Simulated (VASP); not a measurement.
Ta2N, 9 atoms in the cell. It takes space group P-31m (No. 162, trigonal). Conventional cell: a = 5.264 Å, b = 5.264 Å, c = 4.818 Å, α = 90.00°, β = 90.00°, γ = 120.00°. Ta (site symmetry m) has 3 N at 1.92 to 2.25 Å within 2.5 Å. Within 3.1 Å of N (site symmetry 32) lie 6 Ta at 2.25 Å and 3 N at 3.04 Å. N (site symmetry -3m) has 6 Ta at 1.92 Å within 2.5 Å.  This cell differs from its parent crystal: atoms shifted along a free coordinate, c/a of the conventional cell at fixed volume 0.9153.

```yaml
Program: VASP 6.6.1
Task: single point
Functional: LDA
Potentials_or_basis: VASP PAW LDA potentials, release 64 (Ta_pv, N)
Cutoff: 520 eV
k_mesh: 9 × 9 × 8
Occupations: gaussian, width 0.15 eV
Spin: no spin polarisation
Dipole_correction: no
Further_INCAR_settings: ALGO = Normal; EDIFF = 1e-06; NBANDS = 50
```

Potentials or basis: VASP PAW LDA potentials, release 64 (Ta_pv, N).

Run with:

```bash
$ cat potpaw_LDA.64/Ta_pv/POTCAR potpaw_LDA.64/N/POTCAR > POTCAR
$ mpirun -np 1 vasp_std > vasp.out
```

Hardware: 1 thread of Intel(R) Xeon(R) 6975P-C (Granite Rapids), with other jobs on the host.

Task: How long does it take, and how much memory?

Result: Wall time 3 min on 1 thread of Intel(R) Xeon(R) 6975P-C (Granite Rapids), on a shared host, peak memory 0.42 GiB. Counts: scf iterations 14, k points 81.
